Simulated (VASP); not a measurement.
# Nb (Fd-3m) in VASP: a series of runs

Nb is run at these levels: r2SCAN; tasks: single point.

All numbers are computed with VASP 6.6.1; they aren't measurements. Logs are shortened: lines on timing, memory, paths and dates and some standing lists are left out, and cuts for length are marked.

**1. The cell of the first run**

The structure is cubic, space group Fd-3m (No. 227). The conventional cell has a = 5.854 Å, b = 5.854 Å, c = 5.854 Å, α = 90.00°, β = 90.00°, γ = 90.00°. Within 3.3 Å of Nb (site symmetry -43m) lie 4 Nb at 2.53 Å.

This isn't the form of Nb at room conditions, which is bcc.

**2. Single point, r2SCAN, collinear spin**

Input file POSCAR:

```
Nb
1.0
    0.0000000000      2.9268258739      2.9268258739
    2.9268258739      0.0000000000      2.9268258739
    2.9268258739      2.9268258739      0.0000000000
Nb
2
Direct
    0.1250000000      0.1250000000      0.1250000000
    0.8750000000      0.8750000000      0.8750000000
```

Input file INCAR.step1:

```
  PREC = Accurate
  ENCUT = 520
  ISMEAR = -1
  SIGMA = 0.05
  LREAL = False
  LASPH = True
  NELM = 150
  ISPIN = 2
  MAGMOM = 1 1
  LMAXMIX = 4
  NBANDS = 24
  GGA = PE
  ALGO = Normal
  EDIFF = 1E-4
  LWAVE = True
  LCHARG = False
```

Input file INCAR.step2:

```
  PREC = Accurate
  ENCUT = 520
  EDIFF = 1E-6
  ISMEAR = -1
  SIGMA = 0.05
  LREAL = False
  LASPH = True
  NELM = 150
  ALGO = Normal
  ISIF = 2
  LWAVE = False
  LCHARG = False
  ISPIN = 2
  MAGMOM = 1 1
  LORBIT = 11
  LMAXMIX = 4
  METAGGA = R2SCAN
  LMIXTAU = True
  NBANDS = 24
  ISTART = 1
```

Input file KPOINTS:

```
regular mesh
0
Gamma
  9 9 9
```

Potentials or basis: VASP PAW PBE potentials, release 64 (Nb_sv).

Launch:

```
cat potpaw_PBE.64/Nb_sv/POTCAR > POTCAR
cp INCAR.step1 INCAR
mpirun -np 1 vasp_std > vasp.out
cp INCAR.step2 INCAR
mpirun -np 1 vasp_std > vasp.out
```

OUTCAR:

```text
PREC = Accurate
   ENCUT = 520
   EDIFF = 1E-6
   ISMEAR = -1
   LREAL = False
   LASPH = True
   NELM = 150
   ISIF = 2
   ISPIN = 2
   LORBIT = 11
   METAGGA = R2SCAN
   ISTART = 1

 ion  position               nearest neighbor table
   1  0.125  0.125  0.125-   2 2.53   2 2.53   2 2.53   2 2.53
   2  0.875  0.875  0.875-   1 2.53   1 2.53   1 2.53   1 2.53

  LATTYP: Found a face centered cubic cell.
 ALAT       =     5.8536517478

  Lattice vectors:

 A1 = (   0.0000000000,   2.9268258739,   2.9268258739)
 A2 = (   2.9268258739,   0.0000000000,   2.9268258739)
 A3 = (   2.9268258739,   2.9268258739,   0.0000000000)

Analysis of symmetry for initial positions (statically):
=====================================================================
 Subroutine PRICEL returns:
 Original cell was already a primitive cell.

 Routine SETGRP: Setting up the symmetry group for a
 face centered cubic supercell.

 Subroutine GETGRP returns: Found 48 space group operations
 (whereof 12 operations were pure point group operations)
 out of a pool of 48 trial point group operations.

The static configuration has the point symmetry D_3d.
 The point group associated with its full space group is O_h .

Analysis of symmetry for dynamics (positions and initial velocities):
=====================================================================
 Subroutine PRICEL returns:
 Original cell was already a primitive cell.

 Routine SETGRP: Setting up the symmetry group for a
 face centered cubic supercell.

 Subroutine GETGRP returns: Found 48 space group operations
 (whereof 12 operations were pure point group operations)
 out of a pool of 48 trial point group operations.

The dynamic configuration has the point symmetry D_3d.
 The point group associated with its full space group is O_h .

Analysis of structural, dynamic, and magnetic symmetry:
=====================================================================
 Subroutine PRICEL returns:
 Original cell was already a primitive cell.

 Routine SETGRP: Setting up the symmetry group for a
 face centered cubic supercell.

 Subroutine GETGRP returns: Found 48 space group operations
 (whereof 12 operations were pure point group operations)
 out of a pool of 48 trial point group operations.

The overall configuration has the point symmetry D_3d.
 The point group associated with its full space group is O_h .

 Subroutine INISYM returns: Found 48 space group operations
 (whereof 12 operations are pure point group operations),
 and found     1 'primitive' translations

----------------------------------------------------------------------------------------

                                     Primitive cell

  volume of cell :      50.1442

  direct lattice vectors                    reciprocal lattice vectors
     0.000000000  2.926825874  2.926825874    -0.170833531  0.170833531  0.170833531
     2.926825874  0.000000000  2.926825874     0.170833531 -0.170833531  0.170833531
     2.926825874  2.926825874  0.000000000     0.170833531  0.170833531 -0.170833531

  length of vectors
     4.139156846  4.139156846  4.139156846     0.295892356  0.295892356  0.295892356

  position of ions in fractional coordinates (direct lattice)
     0.125000000  0.125000000  0.125000000
     0.875000000  0.875000000  0.875000000

  ion indices of the primitive-cell ions
   primitive index   ion index
                 1           1
                 2           2

----------------------------------------------------------------------------------------

 KPOINTS: regular mesh

Automatic generation of k-mesh.
 Grid dimensions read from file:
 generate k-points for:    9    9    9

 Generating k-lattice:

  Cartesian coordinates                     Fractional coordinates (reciprocal lattice)
    -0.018981503  0.018981503  0.018981503     0.111111111  0.000000000  0.000000000
     0.018981503 -0.018981503  0.018981503     0.000000000  0.111111111  0.000000000
     0.018981503  0.018981503 -0.018981503     0.000000000  0.000000000  0.111111111

  Length of vectors
     0.032876928  0.032876928  0.032876928

  Shift w.r.t. Gamma in fractional coordinates (k-lattice)
     0.000000000  0.000000000  0.000000000

 Subroutine IBZKPT returns following result:
 ===========================================

 Found     35 irreducible k-points:

 Following reciprocal coordinates:
            Coordinates               Weight
  0.000000  0.000000  0.000000      1.000000
  0.111111  0.000000  0.000000      8.000000
  0.222222  0.000000  0.000000      8.000000
  0.333333  0.000000  0.000000      8.000000
  0.444444  0.000000  0.000000      8.000000
  0.111111  0.111111  0.000000      6.000000
[... 16 lines left out ...]
 -0.333333  0.333333  0.000000     12.000000
  0.444444  0.444444  0.000000      6.000000
 [... further k-points ...]
   k-points           NKPTS =     35   k-points in BZ     NKDIM =     35   number of bands    NBANDS=     24
   number of dos      NEDOS =    301   number of ions     NIONS =      2
   total plane-waves  NPLWV =  32768
   dimension x,y,z NGX =    32 NGY =   32 NGZ =   32
   dimension x,y,z NGXF=    64 NGYF=   64 NGZF=   64
   ions per type =               2
   NGX,Y,Z   is equivalent  to a cutoff of  12.85, 12.85, 12.85 a.u.
   NGXF,Y,Z  is equivalent  to a cutoff of  25.71, 25.71, 25.71 a.u.
 SYSTEM =  unknown system
   PREC   = accura    normal or accurate (medium, high low for compatibility)
   ISTART =      1    job   : 0-new  1-cont  2-samecut
   ICHARG =      0    charge: 1-file 2-atom 10-const
   ISPIN  =      2    spin polarized calculation?
   LNONCOLLINEAR =      F non collinear calculations
   LSORBIT =      F    spin-orbit coupling
   LASPH  =      T    aspherical Exc in radial PAW
   ENCUT  =  520.0 eV  38.22 Ry    6.18 a.u.   7.70  7.70  7.70*2*pi/ulx,y,z
   NELM   =    150;   NELMIN=  2; NELMDL=  0     # of ELM steps
   EDIFF  = 0.1E-05   stopping-criterion for ELM
   LREAL  =      F    real-space projection
   EDIFFG = 0.1E-04   stopping-criterion for IOM
   NSW    =      0    number of steps for IOM
   IBRION =     -1    ionic relax: 0-MD 1-quasi-New 2-CG
   NFREE  =      0    steps in history (QN), initial steepest desc. (CG)
   ISIF   =      2    stress and relaxation
   ISYM   =      2    0-nonsym 1-usesym 2-fastsym
   POTIM  = 0.5000    time-step for ionic-motion
   TEBEG  =    0.0;   TEEND  =   0.0 temperature during run
   PSTRESS=    0.0 pullay stress
   NELECT =      26.0000    total number of electrons
   NUPDOWN=      -1.0000    fix difference up-down
   EMIN   =  10.00;   EMAX   =-10.00  energy-range for DOS
   EFERMI =   0.00;   METHOD = LEGACY
   ISMEAR =    -1;   SIGMA  =   0.05  broadening in eV -4-tet -1-fermi 0-gaus
   EFERMI_NEDOS =   21; number of points for ismear=-14 and -15
   IALGO  =     38    algorithm
   IMIX   =      4    mixing-type and parameters
     AMIX     =   0.40;   BMIX     =  1.00
     AMIX_MAG =   1.60;   BMIX_MAG =  1.00
  volume/ion in A,a.u.               =      25.07       169.19
  Fermi-wavevector in a.u.,A,eV,Ry     =   1.315202  2.485371 23.534756  1.729756
  Thomas-Fermi vector in A             =   2.445401
   LORBIT       =     11    0 simple, 1 ext, 2 COOP (PROOUT), +10 PAW based schemes
   METAGGA = R2SCAN    functional components
   LHFCALC =     F    Hartree Fock is set to
   AEXX    =    0.0000 exact exchange contribution
   IVDW    =     0    specifies the selected vdW correction
   LEPSILON=     F    determine dielectric tensor
   LRPA    =     F    only Hartree local field effects (RPA)
 spin polarized calculation
  energy-cutoff  :      520.00
  volume of cell :       50.14
 maximum number of plane-waves:      1363
   NGX = 15   NGY = 15   NGZ = 15

 number of electron      26.0000003 magnetization      -0.0001473

 Free energy of the ion-electron system (eV)
  ---------------------------------------------------
  ext. energy  EPLUGINS =         0.00000000
  ---------------------------------------------------
  free energy    TOTEN  =       -44.34246444 eV

  energy without entropy =      -44.31574326  energy(sigma->0) =      -44.32910385

 E-fermi :   7.0264     XC(G=0): -11.1918

 val. band max:        7.0178510194   @ k =  -0.3333   0.1111   0.0000
 cond. band min:       7.0385043419   @ k =  -0.1111   0.1111   0.0000
 fundamental gap:      0.0206533225
 Fermi energy:         7.0264094815

 spin component 1

 k-point     1 :       0.0000    0.0000    0.0000
  band No.  band energies     occupation
      1     -49.2794      1.00000
      2     -48.4614      1.00000
      3     -25.0283      1.00000
      4     -25.0283      1.00000
      5     -25.0283      1.00000
      6     -23.7480      1.00000
[... 16 lines left out ...]
     23      19.0237      0.00000
     24      19.8206      0.00000

 k-point     2 :       0.1111    0.0000    0.0000
  band No.  band energies     occupation
      1     -49.2618      1.00000
      2     -48.4806      1.00000
      3     -25.0481      1.00000
      4     -25.0481      1.00000
      5     -25.0277      1.00000
      6     -23.7482      1.00000
[... 16 lines left out ...]
     23      19.7118      0.00000
     24      20.2618      0.00000

 k-point     3 :       0.2222    0.0000    0.0000
  band No.  band energies     occupation
      1     -49.2127      1.00000
      2     -48.5334      1.00000
      3     -25.0956      1.00000
      4     -25.0956      1.00000
      5     -25.0277      1.00000
      6     -23.7470      1.00000
[... 16 lines left out ...]
     23      19.3692      0.00000
     24      20.5802      0.00000
[... 514 lines left out ...]
 k-point    23 :      -0.3333    0.3333    0.0000
  band No.  band energies     occupation
      1     -48.9805      1.00000
      2     -48.7763      1.00000
      3     -25.3682      1.00000
      4     -25.2577      1.00000
      5     -24.6456      1.00000
      6     -24.1207      1.00000
[... 16 lines left out ...]
     23      19.1419      0.00000
     24      21.9698      0.00000

 k-point    24 :       0.4444    0.4444    0.0000
  band No.  band energies     occupation
      1     -48.9496      1.00000
      2     -48.8077      1.00000
      3     -25.3271      1.00000
      4     -25.3271      1.00000
      5     -24.5062      1.00000
      6     -24.2877      1.00000
[... 16 lines left out ...]
     23      18.6838      0.00000
     24      19.6454      0.00000

 [... further k-points ...]

 spin component 2

 k-point     1 :       0.0000    0.0000    0.0000
  band No.  band energies     occupation
      1     -49.2795      1.00000
      2     -48.4615      1.00000
      3     -25.0283      1.00000
      4     -25.0283      1.00000
      5     -25.0283      1.00000
      6     -23.7481      1.00000
[... 16 lines left out ...]
     23      19.0237      0.00000
     24      19.8205      0.00000

 k-point     2 :       0.1111    0.0000    0.0000
  band No.  band energies     occupation
      1     -49.2618      1.00000
      2     -48.4806      1.00000
      3     -25.0482      1.00000
      4     -25.0482      1.00000
      5     -25.0278      1.00000
      6     -23.7483      1.00000
[... 16 lines left out ...]
     23      19.7117      0.00000
     24      20.2618      0.00000

 k-point     3 :       0.2222    0.0000    0.0000
  band No.  band energies     occupation
      1     -49.2127      1.00000
      2     -48.5335      1.00000
      3     -25.0957      1.00000
      4     -25.0957      1.00000
      5     -25.0278      1.00000
      6     -23.7470      1.00000
[... 16 lines left out ...]
     23      19.3691      0.00000
     24      20.5802      0.00000
[... 514 lines left out ...]
 k-point    23 :      -0.3333    0.3333    0.0000
  band No.  band energies     occupation
      1     -48.9805      1.00000
      2     -48.7764      1.00000
      3     -25.3682      1.00000
      4     -25.2578      1.00000
      5     -24.6457      1.00000
      6     -24.1207      1.00000
[... 16 lines left out ...]
     23      19.1419      0.00000
     24      21.9698      0.00000

 k-point    24 :       0.4444    0.4444    0.0000
  band No.  band energies     occupation
      1     -48.9496      1.00000
      2     -48.8078      1.00000
      3     -25.3272      1.00000
      4     -25.3272      1.00000
      5     -24.5062      1.00000
      6     -24.2877      1.00000
[... 16 lines left out ...]
     23      18.6837      0.00000
     24      19.6454      0.00000

 [... further k-points ...]

------------------------ aborting loop because EDIFF is reached ----------------------------------------

  FORCE on cell =-STRESS in cart. coord.  units (eV):
  Direction    XX          YY          ZZ          XY          YZ          ZX
  --------------------------------------------------------------------------------------
  -------------------------------------------------------------------------------------
  Total        0.0245857      0.0245857      0.0245857     -0.0000000      0.0000000     -0.0000000
  in kB        0.7855488      0.7855488      0.7855488     -0.0000000      0.0000000     -0.0000000
  external PRESSURE =       0.7855488 kB  Pullay stress =       0.0000000 kB

 VOLUME and BASIS-vectors are now :
 -----------------------------------------------------------------------------
  energy-cutoff  :      520.00
  volume of cell :       50.14
      direct lattice vectors                 reciprocal lattice vectors
     0.000000000  2.926825874  2.926825874    -0.170833531  0.170833531  0.170833531
     2.926825874  0.000000000  2.926825874     0.170833531 -0.170833531  0.170833531
     2.926825874  2.926825874  0.000000000     0.170833531  0.170833531 -0.170833531

 POSITION                                       TOTAL-FORCE (eV/Angst)
 -----------------------------------------------------------------------------------
      0.73171      0.73171      0.73171         0.000000      0.000000      0.000000
      5.12195      5.12195      5.12195        -0.000000     -0.000000     -0.000000
 -----------------------------------------------------------------------------------
    total drift:                                0.000000      0.000000     -0.000000

  FREE ENERGIE OF THE ION-ELECTRON SYSTEM (eV)
  ---------------------------------------------------
  free  energy   TOTEN  =       -44.3424644380 eV

  energy  without entropy=      -44.3157432609  energy(sigma->0) =      -44.32910385

 total charge

# of ion       s       p       d       tot
------------------------------------------
    1        2.251   5.899   2.858  11.009
    2        2.251   5.899   2.858  11.009
--------------------------------------------------
tot          4.503  11.799   5.716  22.017

 magnetization (x)

# of ion       s       p       d       tot
------------------------------------------
    1       -0.000  -0.000  -0.000  -0.000
    2       -0.000  -0.000  -0.000  -0.000
--------------------------------------------------
tot         -0.000  -0.000  -0.000  -0.000
```

It took 2.9 min on 1 thread of Intel Xeon Platinum 8488C (Sapphire Rapids), shared host; peak memory 0.25 GiB.

Results:

| Quantity | Value |
| --- | --- |
| Free energy | -44.3425 eV |
| Pressure | 0.1 GPa |
| Band gap on the k mesh | zero (filled and empty bands overlap) |
| Net moment | 0.00 μB per cell |
| Valence electrons inside the program's atomic spheres | Nb 11.01 |

Caveat: the PAW data sets were made with another functional, which shifts forces and pressure a little.

(Continued in part 2 of 2.)
